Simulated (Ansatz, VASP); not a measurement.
**Na: VASP beside Ansatz**

INCAR

```
SYSTEM = Na
PREC = Accurate
ENCUT = 520
EDIFF = 1E-6
ISMEAR = -1
SIGMA = 0.1
LREAL = .False.
LASPH = .True.
NELM = 80
ALGO = Normal
ISIF = 2
LWAVE = .False.
LCHARG = .True.
GGA = PE
LELF = .True.
LVHAR = .True.
NBANDS = 10
```

The input KPOINTS:

```
regular mesh
0
Gamma
  14 14 14
  0 0 0
```

The input POSCAR:

```
Na
1.0
    0.0000000000      2.0261401900      2.0261401900
    2.0261401900      0.0000000000      2.0261401900
    2.0261401900      2.0261401900      0.0000000000
Na
1
Direct
    0.0000000000      0.0000000000      0.0000000000
```

Input for Ansatz:

```yaml
crystal:
  lattice:
    - [0.0, 2.02614019, 2.02614019]
    - [2.02614019, 0.0, 2.02614019]
    - [2.02614019, 2.02614019, 0.0]
  atoms:
    - { symbol: Na, position: [0.0, 0.0, 0.0] }
kpoints:
  mp_grid: { grid: [14, 14, 14] }
scf:
  occupations: { method: fermi_dirac, width: 0.1 }
hamiltonian:
  xc: pbe
  pseudopotentials: { kind: all_electron, lapw: { basis_error: 0.001 } }
output:
  forces: true
  stress: true
  eigenvalues: true
  populations: true
```

Change from the starting cell: volume scaled by 0.45, LAPW.

Alike in both runs: task single point; functional PBE; k mesh 14 × 14 × 14; occupations fermi-dirac, width 0.1 eV; no spin polarisation.

|  | VASP | Ansatz |
| --- | --- | --- |
| version | VASP 6.6.1 | Ansatz 0.2.0 |
| potentials or method | VASP PAW PBE potentials, release 64 (Na_pv), cutoff 520 eV | all-electron LAPW, scalar-relativistic |

```tsv
	VASP	Ansatz	Ansatz less VASP
pressure (GPa)	27.6	27.7	+0.11
```

Ansatz ran all-electron here, and VASP with PAW potentials.
